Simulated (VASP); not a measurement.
Input of a VASP 6.6.1 run:

Contents of INCAR:

```
SYSTEM = MgO
ALGO     = Normal         ! electronic algorithm
EDIFF    = 1E-6           ! SCF threshold, eV
ENCUT    = 520            ! plane-wave cutoff, eV
GGA      = PE             ! functional
ISIF     = 2              ! what is computed and relaxed
ISMEAR   = 0              ! smearing method
LASPH    = .True.         ! aspherical terms in the spheres
LCHARG   = .False.        ! write CHGCAR
LREAL    = Auto         
LWAVE    = .False.        ! write WAVECAR
NBANDS   = 141            ! bands
NELM     = 100            ! most SCF steps
PREC     = Accurate       ! precision mode
SIGMA    = 0.01           ! smearing width, eV
```

File KPOINTS:

```
k-points
0
Gamma
  2 2 2
  0 0 0
```

File POSCAR:

```
MgO
1.0
    6.3803844976     -6.3803844976      0.0000000000
    6.3803844976      0.0000000000      6.3803844976
    0.0000000000     -6.3803844976      6.3803844976
Mg O
27 27
Direct
    0.3333333333      0.3333333333      1.0000000000
    0.3333333333      0.3333333333      0.3333333333
    0.3333333333      0.6666666667      1.0000000000
    0.3333333333      0.3333333333      0.6666666667
    0.3333333333      0.6666666667      0.3333333333
    0.3333333333      0.0000000000      1.0000000000
    0.3333333333      0.6666666667      0.6666666667
    0.3333333333      0.0000000000      0.3333333333
    0.3333333333      1.0000000000      0.6666666667
    0.0000000000      0.3333333333      1.0000000000
    0.0000000000      0.3333333333      0.3333333333
    0.0000000000      0.6666666667      1.0000000000
    0.0000000000      0.3333333333      0.6666666667
    0.0000000000      0.6666666667      0.3333333333
    0.0000000000      0.0000000000      1.0000000000
    0.0000000000      0.6666666667      0.6666666667
    0.0000000000      0.0000000000      0.3333333333
    0.0000000000      1.0000000000      0.6666666667
    0.6666666667      0.3333333333      1.0000000000
    0.6666666667      0.3333333333      0.3333333333
    0.6666666667      0.6666666667      1.0000000000
    0.6666666667      0.3333333333      0.6666666667
    0.6666666667      0.6666666667      0.3333333333
    0.6666666667      0.0000000000      1.0000000000
    0.6666666667      0.6666666667      0.6666666667
    0.6666666667      0.0000000000      0.3333333333
    0.6666666667      1.0000000000      0.6666666667
    0.5000000000      0.5000000000      0.8333333333
    0.5000000000      0.5000000000      0.1666666667
    0.5000000000      0.8333333333      0.8333333333
    0.5000000000      0.5000000000      0.5000000000
    0.5000000000      0.8333333333      0.1666666667
    0.5000000000      0.1666666667      0.8333333333
    0.5000000000      0.8333333333      0.5000000000
    0.5000000000      0.1666666667      0.1666666667
    0.5000000000      0.1666666667      0.5000000000
    0.1666666667      0.5000000000      0.8333333333
    0.1666666667      0.5000000000      0.1666666667
    0.1666666667      0.8333333333      0.8333333333
    0.1666666667      0.5000000000      0.5000000000
    0.1666666667      0.8333333333      0.1666666667
    0.1666666667      0.1666666667      0.8333333333
    0.1666666667      0.8333333333      0.5000000000
    0.1666666667      0.1666666667      0.1666666667
    0.1666666667      0.1666666667      0.5000000000
    0.8333333333      0.5000000000      0.8333333333
    0.8333333333      0.5000000000      0.1666666667
    0.8333333333      0.8333333333      0.8333333333
    0.8333333333      0.5000000000      0.5000000000
    0.8333333333      0.8333333333      0.1666666667
    0.8333333333      0.1666666667      0.8333333333
    0.8333333333      0.8333333333      0.5000000000
    0.8333333333      0.1666666667      0.1666666667
    0.8333333333      0.1666666667      0.5000000000
```

Potentials or basis: VASP PAW PBE potentials, release 64 (Mg, O).

Command:

```console
$ cat potpaw_PBE.64/Mg/POTCAR potpaw_PBE.64/O/POTCAR > POTCAR
$ mpirun -np 1 vasp_std > vasp.out
```

Task: Predict the band gap on the k mesh.

Result: 4.44 eV.

Task: What does it give for the pressure?

Result: -0.7 GPa.

Caveat: the k points lie up to 0.43 Å⁻¹ apart.
